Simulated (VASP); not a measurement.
Wanted: the native input for a VASP 6.6.1 run.

```
Task                   : single point
Functional             : PBE
Potentials or basis    : VASP PAW PBE potentials, release 64 (Ga_d, P)
Cutoff                 : 520 eV
k mesh                 : 8 × 8 × 8
Occupations            : gaussian, width 0.05 eV
Spin                   : no spin polarisation
Dipole correction      : no
Further INCAR settings : ALGO = Normal; EDIFF = 1e-06; NBANDS = 16
```

The structure of GaP lies in POSCAR:

```
GaP
1.0
    0.0000000000      2.7252500963      2.7252500963
    2.7252500963      0.0000000000      2.7252500963
    2.7252500963      2.7252500963      0.0000000000
Ga P
1 1
Direct
    0.0000000000      0.0000000000      0.0000000000
    0.7500000000      0.7500000000      0.7500000000
```

These files were run (other wordings do the same):

INCAR

```
SYSTEM = GaP
PREC = Accurate
ENCUT = 520
EDIFF = 1E-6
ISMEAR = 0
SIGMA = 0.05
LREAL = .FALSE.
LASPH = .TRUE.
NELM = 60
ALGO = Normal
ISIF = 2
LWAVE = .FALSE.
LCHARG = .FALSE.
GGA = PE
NBANDS = 16
```

KPOINTS

```
regular mesh
0
G
  8 8 8
  0 0 0
```

Potentials or basis: VASP PAW PBE potentials, release 64 (Ga_d, P).

Command:

```console
$ cat potpaw_PBE.64/Ga_d/POTCAR potpaw_PBE.64/P/POTCAR > POTCAR
$ mpirun -np 1 vasp_std > vasp.out
```

It gave:

* Pressure: 2.4 GPa
* Band gap on the k mesh: 1.64 eV, indirect (least direct gap 1.83 eV)

Run time: 34 s on 1 thread of Intel Xeon 8259CL, with other jobs on the host, peak memory 0.17 GiB.
